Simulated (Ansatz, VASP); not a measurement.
One calculation of SnO2, two programs

```
Sn O
1.0
     4.53693    0.00000    0.00000
     0.00000    5.11807    0.00000
     0.00000    0.00000    3.23817
Sn O
2 4
Direct
  0.50000 0.50000 0.50000
  0.00000 0.00000 0.00000
  0.30650 0.30666 0.00000
  0.80650 0.19334 0.50000
  0.19350 0.80666 0.50000
  0.69350 0.69334 0.00000
```

Change from the starting cell: strain -0.0600 x Voigt [1, -1, 0, 0, 0, 0], atoms carried along.

Alike in both runs: task single point; functional PBE; k mesh 6 × 6 × 8; occupations gaussian, width 0.05 eV; no spin polarisation.

|  | VASP | Ansatz |
| --- | --- | --- |
| version | VASP 6.6.1 | Ansatz 0.2.0 |
| potentials or method | VASP PAW PBE potentials, release 64 (Sn_d, O), cutoff 520 eV | scalar-relativistic, plane waves, PAW |
| valence electrons in the cell | 52 | 52 |

|  | VASP | Ansatz | Ansatz less VASP |
| --- | --- | --- | --- |
| gap on the k mesh at the Fermi level (eV) | 0.62 | 0.63 | +0.011 |
| least direct gap on the mesh (eV) | 0.62 | 0.63 | +0.011 |
| pressure (GPa) | 0.7 | 0.1 | -0.60 |
| traceless stress, the component that is largest in VASP (GPa) | -5.17 | -5.14 | +0.033 |
| rms of the force components (eV/Å) | 0.047 | 0.051 | +0.0045 |

Atom by atom the forces differ by 0.008 eV/Å (rms over components).
